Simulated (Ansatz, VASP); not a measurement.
# P: VASP beside Ansatz

The input POSCAR:

```
P
1.0
    1.6550000000     -5.2500000000      0.0000000000
    1.6550000000      5.2500000000      0.0000000000
    0.0000000000      0.0000000000      4.3800000000
P
4
Direct
    0.0980000000      0.9020000000      0.9100000000
    0.5980000000      0.4020000000      0.5900000000
    0.9020000000      0.0980000000      0.0900000000
    0.4020000000      0.5980000000      0.4100000000
```

INCAR.step1

```
SYSTEM = P
PREC = Accurate ; ENCUT = 600
ISMEAR = -1 ; SIGMA = 0.05
LREAL = .False. ; LASPH = .True.
NELM = 100 ; GGA = PE
ALGO = Normal ; EDIFF = 1E-4
LWAVE = .True. ; LCHARG = .False.
```

File INCAR.step2:

```
SYSTEM = P
PREC = Accurate ; ENCUT = 600
EDIFF = 1E-7 ; ISMEAR = -1
SIGMA = 0.05 ; LREAL = .False.
LASPH = .True. ; NELM = 100
ALGO = Normal ; ISIF = 3
LWAVE = .False. ; LCHARG = .False.
METAGGA = R2SCAN ; LMIXTAU = .True.
IBRION = 2 ; NSW = 80
EDIFFG = -0.01 ; ISTART = 1
```

Contents of KPOINTS:

```
regular mesh
0
Gamma
  6 6 4
  0 0 0
```

Input for Ansatz:

```yaml
crystal:
  lattice:
    - [1.655, -5.25, 0.0]
    - [1.655, 5.25, 0.0]
    - [0.0, 0.0, 4.38]
  atoms:
    - { symbol: P, position: [0.098, 0.902, 0.91] }
    - { symbol: P, position: [0.598, 0.402, 0.59] }
    - { symbol: P, position: [0.902, 0.098, 0.09] }
    - { symbol: P, position: [0.402, 0.598, 0.41] }
hamiltonian:
  xc: r2scan
  pseudopotentials:
    kind: paw
    azcp:
      P: "pseudopotentials/P.paw.azcp"
basis:
  ecutwfc: 500
  fft_grid_basis: typed
kpoints:
  mp_grid: { grid: [6, 6, 4], shift: [0, 0, 0] }
magnetization:
  spin_polarized: false
scf:
  occupations: { method: fermi_dirac, width: 0.05 }
relax:
  max_steps: 60
  f_tol: 0.01
  cell: {}
```

Alike in both runs: task relaxation of cell and atoms; functional r2SCAN; k mesh 6 × 6 × 4; occupations fermi-dirac, width 0.05 eV; no spin polarisation.

|  | VASP | Ansatz |
| --- | --- | --- |
| version | VASP 6.6.1 | Ansatz 0.2.0 |
| potentials or method | VASP PAW PBE potentials, release 64 (P), cutoff 600 eV | plane waves (500 eV) with PAW, scalar-relativistic |
| valence electrons in the cell | 20 | 20 |

Ansatz gave:

* relaxed volume (Å³/atom): 20.67
* relaxed length of the cell vector where the two differ most in proportion (Å): 5.742

Question: What did VASP give for the same quantities?

Answer: Relaxed volume (Å³/atom): 20.59; relaxed length of the cell vector where the two differ most in proportion (Å): 5.734.

VASP's potentials were made for PBE, not for r2SCAN.
